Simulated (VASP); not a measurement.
# SnO2 (Cassiterite) (P4_2/mnm) in VASP: a series of runs

SnO2 (Cassiterite) is run at these levels: PBEsol, PBE, r2SCAN; tasks: single point.

Everything below comes from runs of VASP 6.6.1. Logs are shortened: lines on timing, memory, paths and dates and some standing lists are left out, and cuts for length are marked.

**1. The cell of the first run**

The structure is tetragonal, space group P4_2/mnm (No. 136). Conventional cell: a = 4.769 Å, b = 4.769 Å, c = 3.212 Å, α = 90.00°, β = 90.00°, γ = 90.00°. Within 2.7 Å of Sn (site symmetry mmm) lie 6 O at 2.07 Å. O (site symmetry m2m) has 3 Sn at 2.07 Å and 1 O at 2.61 Å within 2.7 Å.

**2. Single point, PBEsol**

The input, INCAR:

```
PREC     = Accurate       # precision mode
ENCUT    = 520            # plane-wave cutoff, eV
EDIFF    = 1E-7           # SCF threshold, eV
ISMEAR   = -1             # smearing method
SIGMA    = 0.02           # smearing width, eV
LREAL    = F              # projectors in reciprocal space
LASPH    = T              # aspherical terms in the spheres
NELM     = 60             # most SCF steps
ALGO     = Normal         # electronic algorithm
ISIF     = 2              # what is computed and relaxed
LWAVE    = F              # write WAVECAR
LCHARG   = T              # write CHGCAR
GGA      = PS             # functional
LELF     = T              # ELF
LVHAR    = T            
NBANDS   = 35             # bands
```

The input, KPOINTS:

```
Automatic mesh
0
Gamma
  6 6 8
```

The input, POSCAR:

```
SnO2
1.0
    4.7692288980      0.0000000000      0.0000000000
    0.0000000000      4.7692288980      0.0000000000
    0.0000000000      0.0000000000      3.2119993406
Sn O
2 4
Direct
    0.0000000000      0.0000000000      0.0000000000
    0.5000000000      0.5000000000      0.5000000000
    0.3062745649      0.3062745649      0.0000000000
    0.1937254351      0.8062745649      0.5000000000
    0.6937254351      0.6937254351      0.0000000000
    0.8062745649      0.1937254351      0.5000000000
```

Potentials or basis: VASP PAW PBE potentials, release 64 (Sn_d, O).

Started as:

```
$ cat potpaw_PBE.64/Sn_d/POTCAR potpaw_PBE.64/O/POTCAR > POTCAR
$ mpirun -np 1 vasp_std > vasp.out
```

OUTCAR:

```text
PREC = Accurate
   ENCUT = 520
   EDIFF = 1E-7
   ISMEAR = -1
   LREAL = F
   LASPH = T
   NELM = 60
   ISIF = 2
   GGA = PS

 ion  position               nearest neighbor table
   1  0.000  0.000  0.000-   3 2.07   5 2.07   4 2.07   6 2.07   4 2.07   6 2.07   2 3.74   2 3.74
                             2 3.74   2 3.74   2 3.74   2 3.74   2 3.74   2 3.74
   2  0.500  0.500  0.500-   4 2.07   6 2.07   5 2.07   3 2.07   3 2.07   5 2.07   1 3.74   1 3.74
                             1 3.74   1 3.74   1 3.74   1 3.74   1 3.74   1 3.74
   3  0.306  0.306  0.000-   1 2.07   2 2.07   2 2.07
   4  0.194  0.806  0.500-   2 2.07   1 2.07   1 2.07
   5  0.694  0.694  0.000-   1 2.07   2 2.07   2 2.07
   6  0.806  0.194  0.500-   2 2.07   1 2.07   1 2.07

  LATTYP: Found a simple tetragonal cell.
 ALAT       =     4.7692288980
 C/A-ratio  =     0.6734839970

  Lattice vectors:

 A1 = (   4.7692288980,   0.0000000000,   0.0000000000)
 A2 = (   0.0000000000,   4.7692288980,   0.0000000000)
 A3 = (   0.0000000000,   0.0000000000,   3.2119993406)

Analysis of symmetry for initial positions (statically):
=====================================================================
 Subroutine PRICEL returns:
 Original cell was already a primitive cell.

 Routine SETGRP: Setting up the symmetry group for a
 simple tetragonal supercell.

 Subroutine GETGRP returns: Found 16 space group operations
 (whereof  8 operations were pure point group operations)
 out of a pool of 16 trial point group operations.

The static configuration has the point symmetry D_2h.
 The point group associated with its full space group is D_4h.

Analysis of symmetry for dynamics (positions and initial velocities):
=====================================================================
 Subroutine PRICEL returns:
 Original cell was already a primitive cell.

 Routine SETGRP: Setting up the symmetry group for a
 simple tetragonal supercell.

 Subroutine GETGRP returns: Found 16 space group operations
 (whereof  8 operations were pure point group operations)
 out of a pool of 16 trial point group operations.

The dynamic configuration has the point symmetry D_2h.
 The point group associated with its full space group is D_4h.

 Subroutine INISYM returns: Found 16 space group operations
 (whereof  8 operations are pure point group operations),
 and found     1 'primitive' translations

----------------------------------------------------------------------------------------

                                     Primitive cell

  volume of cell :      73.0587

  direct lattice vectors                    reciprocal lattice vectors
     4.769228898  0.000000000  0.000000000     0.209677502  0.000000000  0.000000000
     0.000000000  4.769228898  0.000000000     0.000000000  0.209677502  0.000000000
     0.000000000  0.000000000  3.211999341     0.000000000  0.000000000  0.311332567

  length of vectors
     4.769228898  4.769228898  3.211999341     0.209677502  0.209677502  0.311332567

  position of ions in fractional coordinates (direct lattice)
     0.000000000  0.000000000  0.000000000
     0.500000000  0.500000000  0.500000000
     0.306274565  0.306274565  0.000000000
     0.193725435  0.806274565  0.500000000
     0.693725435  0.693725435  0.000000000
     0.806274565  0.193725435  0.500000000

  ion indices of the primitive-cell ions
   primitive index   ion index
                 1           1
                 2           2
                 3           3
                 4           4
                 5           5
                 6           6

----------------------------------------------------------------------------------------

 KPOINTS: Automatic mesh

Automatic generation of k-mesh.
 Grid dimensions read from file:
 generate k-points for:    6    6    8

 Generating k-lattice:

  Cartesian coordinates                     Fractional coordinates (reciprocal lattice)
     0.034946250  0.000000000  0.000000000     0.166666667  0.000000000  0.000000000
     0.000000000  0.034946250  0.000000000     0.000000000  0.166666667  0.000000000
     0.000000000  0.000000000  0.038916571     0.000000000  0.000000000  0.125000000

  Length of vectors
     0.034946250  0.034946250  0.038916571

  Shift w.r.t. Gamma in fractional coordinates (k-lattice)
     0.000000000  0.000000000  0.000000000

 Subroutine IBZKPT returns following result:
 ===========================================

 Found     50 irreducible k-points:

 Following reciprocal coordinates:
            Coordinates               Weight
  0.000000  0.000000  0.000000      1.000000
  0.166667  0.000000  0.000000      4.000000
  0.333333  0.000000  0.000000      4.000000
  0.500000  0.000000  0.000000      2.000000
  0.166667  0.166667  0.000000      4.000000
  0.333333  0.166667  0.000000      8.000000
[... 16 lines left out ...]
  0.333333  0.000000  0.250000      8.000000
  0.500000  0.000000  0.250000      4.000000
 [... further k-points ...]
   k-points           NKPTS =     50   k-points in BZ     NKDIM =     50   number of bands    NBANDS=     35
   number of dos      NEDOS =    301   number of ions     NIONS =      6
   total plane-waves  NPLWV =  31104
   dimension x,y,z NGX =    36 NGY =   36 NGZ =   24
   dimension x,y,z NGXF=    72 NGYF=   72 NGZF=   48
   ions per type =               2   4
   NGX,Y,Z   is equivalent  to a cutoff of  12.55, 12.55, 12.42 a.u.
   NGXF,Y,Z  is equivalent  to a cutoff of  25.10, 25.10, 24.84 a.u.
 SYSTEM =  unknown system
   PREC   = accura    normal or accurate (medium, high low for compatibility)
   ISTART =      0    job   : 0-new  1-cont  2-samecut
   ICHARG =      2    charge: 1-file 2-atom 10-const
   ISPIN  =      1    spin polarized calculation?
   LNONCOLLINEAR =      F non collinear calculations
   LSORBIT =      F    spin-orbit coupling
   LASPH  =      T    aspherical Exc in radial PAW
   ENCUT  =  520.0 eV  38.22 Ry    6.18 a.u.   8.87  8.87  5.97*2*pi/ulx,y,z
   NELM   =     60;   NELMIN=  2; NELMDL= -5     # of ELM steps
   EDIFF  = 0.1E-06   stopping-criterion for ELM
   LREAL  =      F    real-space projection
   EDIFFG = 0.1E-05   stopping-criterion for IOM
   NSW    =      0    number of steps for IOM
   IBRION =     -1    ionic relax: 0-MD 1-quasi-New 2-CG
   NFREE  =      0    steps in history (QN), initial steepest desc. (CG)
   ISIF   =      2    stress and relaxation
   ISYM   =      2    0-nonsym 1-usesym 2-fastsym
   POTIM  = 0.5000    time-step for ionic-motion
   TEBEG  =    0.0;   TEEND  =   0.0 temperature during run
   PSTRESS=    0.0 pullay stress
   NELECT =      52.0000    total number of electrons
   NUPDOWN=      -1.0000    fix difference up-down
   EMIN   =  10.00;   EMAX   =-10.00  energy-range for DOS
   EFERMI =   0.00;   METHOD = LEGACY
   ISMEAR =    -1;   SIGMA  =   0.02  broadening in eV -4-tet -1-fermi 0-gaus
   EFERMI_NEDOS =   21; number of points for ismear=-14 and -15
   IALGO  =     38    algorithm
   IMIX   =      4    mixing-type and parameters
     AMIX     =   0.40;   BMIX     =  1.00
     AMIX_MAG =   1.60;   BMIX_MAG =  1.00
  volume/ion in A,a.u.               =      12.18        82.17
  Fermi-wavevector in a.u.,A,eV,Ry     =   1.461679  2.762173 29.068924  2.136506
  Thomas-Fermi vector in A             =   2.577982
   LORBIT       =      0    0 simple, 1 ext, 2 COOP (PROOUT), +10 PAW based schemes
   GGA     = PS    functional components
   LHFCALC =     F    Hartree Fock is set to
   AEXX    =    0.0000 exact exchange contribution
   IVDW    =     0    specifies the selected vdW correction
   LEPSILON=     F    determine dielectric tensor
   LRPA    =     F    only Hartree local field effects (RPA)
 non-spin polarized calculation
  energy-cutoff  :      520.00
  volume of cell :       73.06
 maximum number of plane-waves:      1994
 NGX is ok and might be reduce to    36
   NGX = 17   NGY = 17   NGZ = 11

 number of electron      52.0000008 magnetization

 Free energy of the ion-electron system (eV)
  ---------------------------------------------------
  ext. energy  EPLUGINS =         0.00000000
  ---------------------------------------------------
  free energy    TOTEN  =       -39.66993918 eV

  energy without entropy =      -39.66993918  energy(sigma->0) =      -39.66993918

 E-fermi :   6.1603     XC(G=0): -11.4251

 val. band max:        5.7755730576   @ k =   0.0000   0.0000   0.0000
 cond. band min:       6.6889159592   @ k =   0.0000   0.0000   0.0000
 fundamental gap:      0.9133429016
 Fermi energy:         6.1602564763

 k-point     1 :       0.0000    0.0000    0.0000
  band No.  band energies     occupation
      1     -15.2277      2.00000
      2     -14.4784      2.00000
      3     -14.2347      2.00000
      4     -14.2095      2.00000
      5     -14.2095      2.00000
      6     -14.1405      2.00000
[... 27 lines left out ...]
     34      17.5405      0.00000
     35      18.0873      0.00000

 k-point     2 :       0.1667    0.0000    0.0000
  band No.  band energies     occupation
      1     -15.1864      2.00000
      2     -14.5253      2.00000
      3     -14.2344      2.00000
      4     -14.2078      2.00000
      5     -14.2077      2.00000
      6     -14.1750      2.00000
[... 27 lines left out ...]
     34      17.5596      0.00000
     35      18.0553      0.00000

 k-point     3 :       0.3333    0.0000    0.0000
  band No.  band energies     occupation
      1     -15.0667      2.00000
      2     -14.6780      2.00000
      3     -14.2335      2.00000
      4     -14.2165      2.00000
      5     -14.2041      2.00000
      6     -14.2039      2.00000
[... 27 lines left out ...]
     34      17.7288      0.00000
     35      18.0099      0.00000
[... 723 lines left out ...]
 k-point    23 :       0.3333    0.0000    0.2500
  band No.  band energies     occupation
      1     -14.9579      2.00000
      2     -14.8174      2.00000
      3     -14.4954      2.00000
      4     -14.2828      2.00000
      5     -14.1286      2.00000
      6     -14.1225      2.00000
[... 27 lines left out ...]
     34      17.6839      0.00000
     35      17.9661      0.00000

 k-point    24 :       0.5000    0.0000    0.2500
  band No.  band energies     occupation
      1     -14.9082      2.00000
      2     -14.9082      2.00000
      3     -14.3756      2.00000
      4     -14.3756      2.00000
      5     -14.1237      2.00000
      6     -14.1237      2.00000
[... 27 lines left out ...]
     34      17.8930      0.00000
     35      18.0515      0.00000

 [... further k-points ...]

------------------------ aborting loop because EDIFF is reached ----------------------------------------

  FORCE on cell =-STRESS in cart. coord.  units (eV):
  Direction    XX          YY          ZZ          XY          YZ          ZX
  --------------------------------------------------------------------------------------
  -------------------------------------------------------------------------------------
  Total        0.2415390      0.2415390      0.3863667      0.0000000      0.0000000      0.0000000
  in kB        5.2969518      5.2969518      8.4730258      0.0000000      0.0000000      0.0000000
  external PRESSURE =       6.3556432 kB  Pullay stress =       0.0000000 kB

 VOLUME and BASIS-vectors are now :
 -----------------------------------------------------------------------------
  energy-cutoff  :      520.00
  volume of cell :       73.06
      direct lattice vectors                 reciprocal lattice vectors
     4.769228898  0.000000000  0.000000000     0.209677502  0.000000000  0.000000000
     0.000000000  4.769228898  0.000000000     0.000000000  0.209677502  0.000000000
     0.000000000  0.000000000  3.211999341     0.000000000  0.000000000  0.311332567

 POSITION                                       TOTAL-FORCE (eV/Angst)
 -----------------------------------------------------------------------------------
      0.00000      0.00000      0.00000        -0.000000     -0.000000     -0.000000
      2.38461      2.38461      1.60600        -0.000000     -0.000000     -0.000000
      1.46069      1.46069      0.00000        -0.010573     -0.010573     -0.000000
      0.92392      3.84531      1.60600         0.010573     -0.010573     -0.000000
      3.30854      3.30854      0.00000         0.010573      0.010573      0.000000
      3.84531      0.92392      1.60600        -0.010573      0.010573      0.000000
 -----------------------------------------------------------------------------------
    total drift:                                0.000000      0.000000      0.000000

  FREE ENERGIE OF THE ION-ELECTRON SYSTEM (eV)
  ---------------------------------------------------
  free  energy   TOTEN  =       -39.6699391797 eV

  energy  without entropy=      -39.6699391797  energy(sigma->0) =      -39.66993918
```

It took 98 s on 1 thread of Intel Xeon Platinum 8259CL at 2.50GHz (Skylake/Cascade Lake), shared host; peak memory 0.23 GiB.

Results:

```yaml
Free_energy: -39.6699 eV
Pressure: 0.6 GPa
Largest_force: 0.015 eV/Å
Band_gap_on_the_k_mesh: 0.91 eV, direct
```

Forces in eV/Å, atoms in the order of the input:
```
Sn   0.000  0.000  0.000
Sn   0.000  0.000  0.000
O   -0.011 -0.011  0.000
O    0.011 -0.011  0.000
O    0.011  0.011  0.000
O   -0.011  0.011  0.000
```

Caveat: the PAW data sets were made with another functional, which shifts forces and pressure a little; spin-orbit coupling is left out, which moves the levels of the heavy elements.

**3. Single point, PBE**

This run uses another cell than the first one, of 12.57 Å³/atom, 1.033 times its volume.

The input, INCAR:

```
ALGO = Normal ; EDIFF = 1E-7
ENCUT = 520 ; GGA = PE
ISIF = 2 ; ISMEAR = -1
LASPH = True ; LCHARG = False
LREAL = False ; LWAVE = False
NBANDS = 35 ; NELM = 60
PREC = Accurate ; SIGMA = 0.02
```

The input, KPOINTS:

```
k-points
0
Gamma
  6 6 8
```

The input, POSCAR:

```
SnO2
1.0
    4.8269436086      0.0000000000      0.0000000000
    0.0000000000      4.8269436086      0.0000000000
    0.0000000000      0.0000000000      3.2382199293
Sn O
2 4
Direct
    0.0000000000      0.0000000000      0.0000000000
    0.5000000000      0.5000000000      0.5000000000
    0.3065716167      0.3065716167      0.0000000000
    0.1934283833      0.8065716167      0.5000000000
    0.6934283833      0.6934283833      0.0000000000
    0.8065716167      0.1934283833      0.5000000000
```

Potentials or basis: VASP PAW PBE potentials, release 64 (Sn_d, O).

Started as:

```
$ cat potpaw_PBE.64/Sn_d/POTCAR potpaw_PBE.64/O/POTCAR > POTCAR
$ mpirun -np 1 vasp_std > vasp.out
```

It took 1.7 min on 1 thread of Intel Xeon Platinum 8259CL at 2.50GHz (Skylake/Cascade Lake), shared host; peak memory 0.24 GiB.

It converged, with:

```yaml
Free_energy: -37.3109 eV
Pressure: 0.6 GPa
Largest_force: 0.016 eV/Å
Band_gap_on_the_k_mesh: 0.67 eV, direct
```

Forces in eV/Å, atoms in the order of the input:
```
Sn   0.000  0.000  0.000
Sn   0.000  0.000  0.000
O   -0.011 -0.011  0.000
O    0.011 -0.011  0.000
O    0.011  0.011  0.000
O   -0.011  0.011  0.000
```

Stress tensor (GPa, compression positive):
```
0.54 0.00 0.00
0.00 0.54 0.00
0.00 0.00 0.81
```

Levels at points of the mesh, in eV from the valence-band top:
```
           k point  band 23  band 24  band 25  band 26  band 27  band 28  band 29  band 30
(0.00, 0.00, 0.00)    -1.26    -0.74    -0.74     0.00     0.67     5.69     6.06     6.06
(0.50, 0.00, 0.00)    -1.21    -1.21    -0.61    -0.61     3.88     3.88     6.81     6.81
(0.50, 0.50, 0.00)    -1.33    -1.33    -0.85    -0.85     4.27     4.27     7.15     7.15
(0.00, 0.00, 0.50)    -1.53    -1.53    -1.18    -1.18     5.59     5.59     9.36     9.36
(0.50, 0.00, 0.50)    -1.02    -1.02    -0.75    -0.75     5.85     5.85     7.61     7.61
(0.50, 0.50, 0.50)    -0.92    -0.92    -0.78    -0.78     4.35     4.35     8.61     8.61
```

Caveat: spin-orbit coupling is left out, which moves the levels of the heavy elements. A hybrid or GW would open this gap; PBE tends to underestimate it.

**4. Single point, r2SCAN**

This run uses another cell than the first one, of 12.09 Å³/atom, 0.993 times its volume.

The input, POSCAR:

```
SnO2
1.0
    4.7604949007      0.0000000000      0.0000000000
    0.0000000000      4.7604949007      0.0000000000
    0.0000000000      0.0000000000      3.2001628118
Sn O
2 4
Direct
    0.0000000000      0.0000000000      0.0000000000
    0.5000000000      0.5000000000      0.5000000000
    0.3058809150      0.3058809150      0.0000000000
    0.1941190850      0.8058809150      0.5000000000
    0.6941190850      0.6941190850      0.0000000000
    0.8058809150      0.1941190850      0.5000000000
```

The input, INCAR.step1:

```
SYSTEM = SnO2
ALGO = Normal
EDIFF = 1E-4
ENCUT = 520
GGA = PE
ISMEAR = -1
LASPH = .True.
LCHARG = .False.
LREAL = .False.
LWAVE = .True.
NBANDS = 35
NELM = 60
PREC = Accurate
SIGMA = 0.02
```

The input, INCAR.step2:

```
SYSTEM = SnO2
ALGO = Normal
EDIFF = 1E-6
ENCUT = 520
ISIF = 2
ISMEAR = -1
ISTART = 1
LASPH = .True.
LCHARG = .False.
LMIXTAU = .True.
LREAL = .False.
LWAVE = .False.
METAGGA = R2SCAN
NBANDS = 35
NELM = 60
PREC = Accurate
SIGMA = 0.02
```

The input, KPOINTS:

```
k-points
0
Gamma
  6 6 8
  0 0 0
```

Started as:

```
$ cat potpaw_PBE.64/Sn_d/POTCAR potpaw_PBE.64/O/POTCAR > POTCAR
$ cp INCAR.step1 INCAR
$ mpirun -np 1 vasp_std > vasp.out
$ cp INCAR.step2 INCAR
$ mpirun -np 1 vasp_std > vasp.out
```

Run time: 4.7 min. Hardware: 1 thread of Intel Xeon Platinum 8259CL at 2.50GHz (Skylake/Cascade Lake), shared host; peak memory 0.24 GiB.

The run converged. Its results:

| Item | Value |
| --- | --- |
| Free energy | -84.6296 eV |
| Pressure | 1.1 GPa |
| Largest force | 0.024 eV/Å |
| Band gap on the k mesh | 1.79 eV, direct |

Forces in eV/Å, atoms in the order of the input:
```
Sn   0.000  0.000  0.000
Sn   0.000  0.000  0.000
O   -0.017 -0.017  0.000
O    0.017 -0.017  0.000
O    0.017  0.017  0.000
O   -0.017  0.017  0.000
```

Stress tensor (GPa, compression positive):
```
0.90 0.00 0.00
0.00 0.90 0.00
0.00 0.00 1.47
```

Levels at points of the mesh, in eV from the valence-band top:
| k point | band 23 | band 24 | band 25 | band 26 | band 27 | band 28 | band 29 | band 30 |
| --- | --- | --- | --- | --- | --- | --- | --- | --- |
| (0.00, 0.00, 0.00) | -1.22 | -0.78 | -0.78 | 0.00 | 1.79 | 6.82 | 7.05 | 7.05 |
| (0.50, 0.00, 0.00) | -1.17 | -1.17 | -0.62 | -0.62 | 5.00 | 5.00 | 7.81 | 7.81 |
| (0.50, 0.50, 0.00) | -1.30 | -1.30 | -0.92 | -0.92 | 5.45 | 5.45 | 8.22 | 8.22 |
| (0.00, 0.00, 0.50) | -1.67 | -1.67 | -1.27 | -1.27 | 6.87 | 6.87 | 10.53 | 10.53 |
| (0.50, 0.00, 0.50) | -1.11 | -1.11 | -0.69 | -0.69 | 7.15 | 7.15 | 8.85 | 8.85 |
| (0.50, 0.50, 0.50) | -0.96 | -0.96 | -0.85 | -0.85 | 5.52 | 5.52 | 9.65 | 9.65 |

Caveat: the PAW data sets were made with another functional, which shifts forces and pressure a little; spin-orbit coupling is left out, which moves the levels of the heavy elements. r2SCAN opens gaps a little over a GGA but as a rule still falls short of measured ones.

**5. The runs side by side**

```csv
level,cell,gap on the mesh (eV),pressure (GPa),largest force (eV/Å)
PBEsol,"a = 4.769, b = 4.769, c = 3.212 Å, 6 atoms",0.91,0.6,0.01
PBE,"a = 4.827, b = 4.827, c = 3.238 Å, 6 atoms",0.67,0.6,0.02
r2SCAN,"a = 4.760, b = 4.760, c = 3.200 Å, 6 atoms",1.79,1.1,0.02
```

Alike in all rows: task single point; potentials or basis VASP PAW PBE potentials, release 64 (Sn_d, O); no spin polarisation; k mesh 6 × 6 × 8; cutoff (eV) 520; smearing fermi-dirac 0.02 eV.

Caveats: spin-orbit coupling is left out, which moves the levels of the heavy elements; the PAW data sets were made with another functional, which shifts forces and pressure a little (some runs).

Absolute energies hang on the potentials; compare differences alone.
